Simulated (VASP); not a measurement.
# SnO (P4/nmm) in VASP: further runs

Runs on SnO. Level: PBEsol. Tasks: relaxation of cell and atoms.

All numbers are computed with VASP 6.6.1; they aren't measurements. Logs are shortened: lines on timing, memory, paths and dates and some standing lists are left out, and cuts for length are marked.

### 1 The cell of the first run

The structure is tetragonal, space group P4/nmm (No. 129). The conventional cell has a = 3.665 Å, b = 3.665 Å, c = 4.409 Å, α = 90.00°, β = 90.00°, γ = 90.00°. Within 2.8 Å of Sn (site symmetry 4mm) lie 4 O at 2.15 Å. O (site symmetry -4m2) has 4 Sn at 2.15 Å and 4 O at 2.59 Å within 2.8 Å.

### 2 Relaxation of cell and atoms, PBEsol, target pressure 8 GPa, at which the enthalpy is minimised

Input file INCAR:

```
PREC = Accurate
ENCUT = 600
EDIFF = 1E-6
ISMEAR = 0
SIGMA = 0.1
LREAL = False
LASPH = True
NELM = 100
ALGO = Fast
ISIF = 3
LWAVE = False
LCHARG = False
GGA = PS
IBRION = 2
NSW = 70
EDIFFG = -0.008
PSTRESS = 80.0
```

Input file KPOINTS:

```
Automatic mesh
0
Gamma
  10 10 4
```

Input file POSCAR:

```
SnO
1.0
    2.5916566189     -2.5916569400      0.0000000000
    2.5916566189      2.5916569400      0.0000000000
    0.0000000000      0.0000000000      8.8188062113
Sn O
4 4
Direct
    0.7500011109      0.2499988891      0.8775585385
    0.2499988891      0.7500011109      0.1224414615
    0.7499988891      0.2500011109      0.3775585385
    0.2500011109      0.7499988891      0.6224414615
    0.2500001831      0.2499998169      0.2500000000
    0.7499998169      0.7500001831      0.7500000000
    0.2499998169      0.2500001831      0.7500000000
    0.7500001831      0.7499998169      0.2500000000
```

Potentials or basis: VASP PAW PBE potentials, release 64 (Sn_d, O).

Started as:

```
$ cat potpaw_PBE.64/Sn_d/POTCAR potpaw_PBE.64/O/POTCAR > POTCAR
$ mpirun -np 1 vasp_std > vasp.out
```

OUTCAR:

```text
PREC = Accurate
   ENCUT = 600
   EDIFF = 1E-6
   ISMEAR = 0
   LREAL = False
   LASPH = True
   NELM = 100
   ISIF = 3
   GGA = PS
   IBRION = 2
   NSW = 70
   EDIFFG = -0.008
   PSTRESS = 80.0

 ion  position               nearest neighbor table
   1  0.750  0.250  0.878-   6 2.15   7 2.15   6 2.15   7 2.15   2 3.37   2 3.37   2 3.37   2 3.37
                             4 3.43   4 3.43   4 3.43   4 3.43
   2  0.250  0.750  0.122-   5 2.15   8 2.15   8 2.15   5 2.15   1 3.37   1 3.37   1 3.37   1 3.37
                             3 3.43   3 3.43   3 3.43   3 3.43
   3  0.750  0.250  0.378-   5 2.15   8 2.15   5 2.15   8 2.15   4 3.37   4 3.37   4 3.37   4 3.37
                             2 3.43   2 3.43   2 3.43   2 3.43
   4  0.250  0.750  0.622-   6 2.15   7 2.15   7 2.15   6 2.15   3 3.37   3 3.37   3 3.37   3 3.37
                             1 3.43   1 3.43   1 3.43   1 3.43
   5  0.250  0.250  0.250-   2 2.15   3 2.15   2 2.15   3 2.15
   6  0.750  0.750  0.750-   1 2.15   4 2.15   4 2.15   1 2.15
   7  0.250  0.250  0.750-   1 2.15   4 2.15   1 2.15   4 2.15
   8  0.750  0.750  0.250-   2 2.15   3 2.15   3 2.15   2 2.15

  LATTYP: Found a simple tetragonal cell.
 ALAT       =     3.6651561665
 C/A-ratio  =     2.4061201790

  Lattice vectors:

 A1 = (   2.5916566189,  -2.5916569400,   0.0000000000)
 A2 = (   2.5916566189,   2.5916569400,   0.0000000000)
 A3 = (   0.0000000000,   0.0000000000,   8.8188062113)

Analysis of symmetry for initial positions (statically):
=====================================================================
 Subroutine PRICEL returns following result:

  LATTYP: Found a simple tetragonal cell.
 ALAT       =     3.6651561665
 C/A-ratio  =     1.2030600895

  Lattice vectors:

 A1 = (   2.5916566189,  -2.5916569400,   0.0000000000)
 A2 = (   2.5916566189,   2.5916569400,   0.0000000000)
 A3 = (   0.0000057581,   0.0000057581,   4.4094031057)

   2 primitive cells build up your supercell.

 Routine SETGRP: Setting up the symmetry group for a
 simple tetragonal supercell.

 Subroutine GETGRP returns: Found 16 space group operations
 (whereof  4 operations were pure point group operations)
 out of a pool of 16 trial point group operations.

The static configuration has the point symmetry C_2h.
 The point group associated with its full space group is D_4h.

Analysis of symmetry for dynamics (positions and initial velocities):
=====================================================================
 Subroutine PRICEL returns following result:

  LATTYP: Found a simple tetragonal cell.
 ALAT       =     3.6651561665
 C/A-ratio  =     1.2030600895

  Lattice vectors:

 A1 = (   2.5916566189,  -2.5916569400,   0.0000000000)
 A2 = (   2.5916566189,   2.5916569400,   0.0000000000)
 A3 = (   0.0000057581,   0.0000057581,   4.4094031057)

   2 primitive cells build up your supercell.

 Routine SETGRP: Setting up the symmetry group for a
 simple tetragonal supercell.

 Subroutine GETGRP returns: Found 16 space group operations
 (whereof  4 operations were pure point group operations)
 out of a pool of 16 trial point group operations.

The dynamic configuration has the point symmetry C_2h.
 The point group associated with its full space group is D_4h.

 Subroutine INISYM returns: Found 16 space group operations
 (whereof  4 operations are pure point group operations),
 and found     2 'primitive' translations

----------------------------------------------------------------------------------------

                                     Primitive cell

  volume of cell :      59.2331

  direct lattice vectors                    reciprocal lattice vectors
     2.591656619 -2.591656940  0.000000000     0.192926793 -0.192926769  0.000000000
     2.591656619  2.591656940  0.000000000     0.192926793  0.192926769 -0.000000504
     0.000005758  0.000005758  4.409403106     0.000000000  0.000000000  0.226788065

  length of vectors
     3.665156167  3.665156167  4.409403106     0.272839670  0.272839670  0.226788065

  position of ions in fractional coordinates (direct lattice)
     0.750001111  0.249994990  0.755117077
     0.249998889  0.750000567  0.244882923
     0.249999817  0.249996850  0.500000000
     0.749999817  0.749996850  0.500000000

  ion indices of the primitive-cell ions
   primitive index   ion index
                 1           1
                 2           2
                 3           7
                 4           6

----------------------------------------------------------------------------------------

 KPOINTS: Automatic mesh

Automatic generation of k-mesh.
 Grid dimensions read from file:
 generate k-points for:   10   10    4

 Generating k-lattice:

  Cartesian coordinates                     Fractional coordinates (reciprocal lattice)
     0.019292679 -0.019292677  0.000000000     0.100000000  0.000000000  0.000000000
     0.019292679  0.019292677  0.000000000     0.000000000  0.100000000  0.000000000
     0.000000000  0.000000000  0.028348508     0.000000000  0.000000000  0.250000000

  Length of vectors
     0.027283967  0.027283967  0.028348508

  Shift w.r.t. Gamma in fractional coordinates (k-lattice)
     0.000000000  0.000000000  0.000000000

 Subroutine IBZKPT returns following result:
 ===========================================

 Found     63 irreducible k-points:

 Following reciprocal coordinates:
            Coordinates               Weight
  0.000000  0.000000  0.000000      1.000000
  0.100000 -0.000000  0.000000      4.000000
  0.200000 -0.000000  0.000000      4.000000
  0.300000  0.000000  0.000000      4.000000
  0.400000  0.000000  0.000000      4.000000
  0.500000  0.000000  0.000000      2.000000
[... 16 lines left out ...]
  0.100000 -0.000000  0.250000      8.000000
  0.200000 -0.000000  0.250000      8.000000
 [... further k-points ...]
   k-points           NKPTS =     63   k-points in BZ     NKDIM =     63   number of bands    NBANDS=     48
   number of dos      NEDOS =    301   number of ions     NIONS =      8
   total plane-waves  NPLWV =  63000
   dimension x,y,z NGX =    30 NGY =   30 NGZ =   70
   dimension x,y,z NGXF=    60 NGYF=   60 NGZF=  140
   ions per type =               4   4
   NGX,Y,Z   is equivalent  to a cutoff of  13.61, 13.61, 13.20 a.u.
   NGXF,Y,Z  is equivalent  to a cutoff of  27.22, 27.22, 26.39 a.u.
 SYSTEM =  unknown system
   PREC   = accura    normal or accurate (medium, high low for compatibility)
   ISTART =      0    job   : 0-new  1-cont  2-samecut
   ICHARG =      2    charge: 1-file 2-atom 10-const
   ISPIN  =      1    spin polarized calculation?
   LNONCOLLINEAR =      F non collinear calculations
   LSORBIT =      F    spin-orbit coupling
   LASPH  =      T    aspherical Exc in radial PAW
   ENCUT  =  600.0 eV  44.10 Ry    6.64 a.u.   7.32  7.32 17.61*2*pi/ulx,y,z
   NELM   =    100;   NELMIN=  2; NELMDL= -5     # of ELM steps
   EDIFF  = 0.1E-05   stopping-criterion for ELM
   LREAL  =      F    real-space projection
   EDIFFG = -.8E-02   stopping-criterion for IOM
   NSW    =     70    number of steps for IOM
   IBRION =      2    ionic relax: 0-MD 1-quasi-New 2-CG
   NFREE  =      1    steps in history (QN), initial steepest desc. (CG)
   ISIF   =      3    stress and relaxation
   ISYM   =      2    0-nonsym 1-usesym 2-fastsym
   POTIM  = 0.5000    time-step for ionic-motion
   TEBEG  =    0.0;   TEEND  =   0.0 temperature during run
   PSTRESS=   80.0 pullay stress
   NELECT =      80.0000    total number of electrons
   NUPDOWN=      -1.0000    fix difference up-down
   EMIN   =  10.00;   EMAX   =-10.00  energy-range for DOS
   EFERMI =   0.00;   METHOD = LEGACY
   ISMEAR =     0;   SIGMA  =   0.10  broadening in eV -4-tet -1-fermi 0-gaus
   EFERMI_NEDOS =   21; number of points for ismear=-14 and -15
   IALGO  =     68    algorithm
   IMIX   =      4    mixing-type and parameters
     AMIX     =   0.40;   BMIX     =  1.00
     AMIX_MAG =   1.60;   BMIX_MAG =  1.00
  volume/ion in A,a.u.               =      14.81        99.93
  Fermi-wavevector in a.u.,A,eV,Ry     =   1.436283  2.714181 28.067564  2.062908
  Thomas-Fermi vector in A             =   2.555488
   LORBIT       =      0    0 simple, 1 ext, 2 COOP (PROOUT), +10 PAW based schemes
   GGA     = PS    functional components
   LHFCALC =     F    Hartree Fock is set to
   AEXX    =    0.0000 exact exchange contribution
   IVDW    =     0    specifies the selected vdW correction
   LEPSILON=     F    determine dielectric tensor
   LRPA    =     F    only Hartree local field effects (RPA)
 conjugate gradient relaxation of ions
 non-spin polarized calculation
 RMM-DIIS sequential band-by-band and
 Gauss-broadening in eV      SIGMA  =   0.10
  energy-cutoff  :      600.00
  volume of cell :      118.47
 maximum number of plane-waves:      4020
 NGX is ok and might be reduce to    30
   NGX = 15   NGY = 15   NGZ = 35

--------------------------------------- Ionic step        1  -------------------------------------------

 number of electron      79.9999973 magnetization

 Free energy of the ion-electron system (eV)
  ---------------------------------------------------
  ext. energy  EPLUGINS =         0.00000000
  ---------------------------------------------------
  free energy    TOTEN  =       -47.83051758 eV

  energy without entropy =      -47.82523748  energy(sigma->0) =      -47.82787753

------------------------ aborting loop because EDIFF is reached ----------------------------------------

  FORCE on cell =-STRESS in cart. coord.  units (eV):
  Direction    XX          YY          ZZ          XY          YZ          ZX
  --------------------------------------------------------------------------------------
  -------------------------------------------------------------------------------------
  Total       10.7607750     10.7607776      9.7672611      0.0000000      0.0000000      0.0000000
  in kB      145.5322902    145.5323263    132.0956791      0.0000000      0.0000000      0.0000000
  external PRESSURE =      61.0534319 kB  Pullay stress =      80.0000000 kB
[... 115 lines left out ...]
  energy  without entropy=      -48.1736527508  energy(sigma->0) =      -48.17608809

  enthalpy is  TOTEN    =       -42.0627557684 eV   P V=        6.1157676700

[... ionic steps 4 to 10 ...]

--------------------------------------- Ionic step       11  -------------------------------------------

 number of electron      79.9999951 magnetization

------------------------ aborting loop because EDIFF is reached ----------------------------------------
[... 83 lines left out ...]
--------------------------------------- Ionic step       13  -------------------------------------------

 number of electron      79.9999952 magnetization

 Free energy of the ion-electron system (eV)
  ---------------------------------------------------
  ext. energy  EPLUGINS =         0.00000000
  ---------------------------------------------------
  free energy    TOTEN  =       -48.04041099 eV

  energy without entropy =      -48.03540246  energy(sigma->0) =      -48.03790673

 E-fermi :   9.0570     XC(G=0): -11.4285

 val. band max:        9.0490970098   @ k =   0.0000   0.0000   0.5000
 cond. band min:       9.0813693609   @ k =   0.5000   0.4000   0.2500
 fundamental gap:      0.0322723511
 Fermi energy:         9.0569932150

 k-point     1 :       0.0000    0.0000    0.0000
  band No.  band energies     occupation
      1     -13.1493      2.00000
      2     -13.0765      2.00000
      3     -12.6541      2.00000
      4     -12.6385      2.00000
      5     -12.6385      2.00000
      6     -12.5804      2.00000
[... 1213 lines left out ...]
     47      14.6821      0.00000
     48      15.0056      0.00000

 [... further k-points ...]
[... 5 lines left out ...]
  --------------------------------------------------------------------------------------
  -------------------------------------------------------------------------------------
  Total        5.9856626      5.9856649      5.9722995      0.0000000      0.0000000      0.0000000
  in kB       80.5434482     80.5434796     80.3636340      0.0000000      0.0000000      0.0000000
  external PRESSURE =       0.4835206 kB  Pullay stress =      80.0000000 kB
[... 27 lines left out ...]
  energy  without entropy=      -48.0354024625  energy(sigma->0) =      -48.03790673

  enthalpy is  TOTEN    =       -42.0951352846 eV   P V=        5.9452757061

 reached required accuracy - stopping structural energy minimisation
```

It took 1.7 h on 1 thread of Oxide Virtual Turin-like, shared host; peak memory 0.45 GiB.

What came out:

```yaml
Free_energy: -48.0404 eV
Relaxed_volume: 14.88 Å³/atom
Relaxed_cell: a = 3.702 Å, b = 3.702 Å, c = 8.689 Å, α = 90.00°, β = 90.00°, γ = 90.00°
Space_group_after_relaxing_to_0.1_Å: P4/nmm (No. 129)
Energy_change_on_relaxing_the_run_minimises_the_enthalpy: -26.2 meV/atom
Ionic_steps: 13
Pressure_after_relaxing: 8.0 GPa
Band_gap_on_the_k_mesh: zero (bands 40 and 41 overlap by 1.07 eV)
```

Step by step:
```
step  energy change (eV)  largest force (eV/Å)  pressure (GPa)  volume (Å³)
   1              0.0000                1.3680           14.11       118.47
   2             -0.3679                1.1613           -1.28       128.41
   3             -0.3480                0.2121            6.83       122.48
   4             -0.3440                0.2346            7.01       122.40
   5             -0.2998                0.1477            7.43       121.17
   6             -0.2329                0.0363            8.04       119.61
   7             -0.2045                0.0054            8.29       119.02
   8             -0.2192                0.0595            7.76       119.27
   9             -0.2210                0.0678            7.61       119.30
  10             -0.1950                0.0595            8.37       118.78
  11             -0.2094                0.0085            8.01       119.06
  12             -0.2096                0.0107            7.99       119.06
  13             -0.2099                0.0001            8.05       119.07
```

Final structure:
```yaml
crystal:
  lattice:
    - [2.61759, -2.61759, 0.00000]
    - [2.61759, 2.61759, 0.00000]
    - [0.00000, 0.00000, 8.68880]
  atoms:
    - { symbol: Sn, position: [0.75000, 0.25000, 0.88447] }
    - { symbol: Sn, position: [0.25000, 0.75000, 0.11553] }
    - { symbol: Sn, position: [0.75000, 0.25000, 0.38447] }
    - { symbol: Sn, position: [0.25000, 0.75000, 0.61553] }
    - { symbol: O, position: [0.25000, 0.25000, 0.25000] }
    - { symbol: O, position: [0.75000, 0.75000, 0.75000] }
    - { symbol: O, position: [0.25000, 0.25000, 0.75000] }
    - { symbol: O, position: [0.75000, 0.75000, 0.25000] }
```

Caveat: the cell is relaxed towards a set pressure, so the run minimises the enthalpy, not the energy; the PAW data sets were made with another functional, which shifts forces and pressure a little; spin-orbit coupling is left out, which moves the levels of the heavy elements.

[end of part 1 of 2]

The gap in the log of VASP goes by the Fermi energy; the results here count the filled bands.